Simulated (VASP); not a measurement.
A run of VASP 6.6.1:

The input INCAR:

```
SYSTEM = Si
PREC     = Accurate       ! precision mode
ENCUT    = 500            ! plane-wave cutoff, eV
EDIFF    = 1E-6           ! SCF threshold, eV
ISMEAR   = 0              ! smearing method
SIGMA    = 0.02           ! smearing width, eV
LREAL    = .FALSE.        ! projectors in reciprocal space
LASPH    = .TRUE.         ! aspherical terms in the spheres
NELM     = 120            ! most SCF steps
ALGO     = Normal         ! electronic algorithm
ISIF     = 2              ! what is computed and relaxed
LWAVE    = .FALSE.        ! write WAVECAR
LCHARG   = .FALSE.        ! write CHGCAR
GGA      = PE             ! functional
NBANDS   = 11             ! bands
GGA_COMPAT= .FALSE.
```

KPOINTS

```
Automatic mesh
0
G
  8 8 8
  0 0 0
```

File POSCAR:

```
Si
1.0
    0.0000000000      2.7351077115      2.7351077115
    2.7351077115      0.0000000000      2.7351077115
    2.7351077115      2.7351077115      0.0000000000
Si
2
Direct
    0.7500000000      0.7500000000      0.7500000000
    0.5000000000      0.5000000000      0.5000000000
```

Potentials or basis: VASP PAW PBE potentials, release 64 (Si).

Command:

```sh
$ cat potpaw_PBE.64/Si/POTCAR > POTCAR
$ mpirun -np 1 vasp_std > vasp.out
```

Hardware: 1 thread of Intel(R) Xeon(R) Platinum 8375C CPU @ 2.90GHz (Ice Lake), on a shared host.

**Question.** How long does it take, and how much memory?

**Answer.** It took 16 s on 1 thread of Intel(R) Xeon(R) Platinum 8375C CPU @ 2.90GHz (Ice Lake), with other jobs on the host, peak memory 0.14 GiB. Counts: scf iterations 11, k points 29.
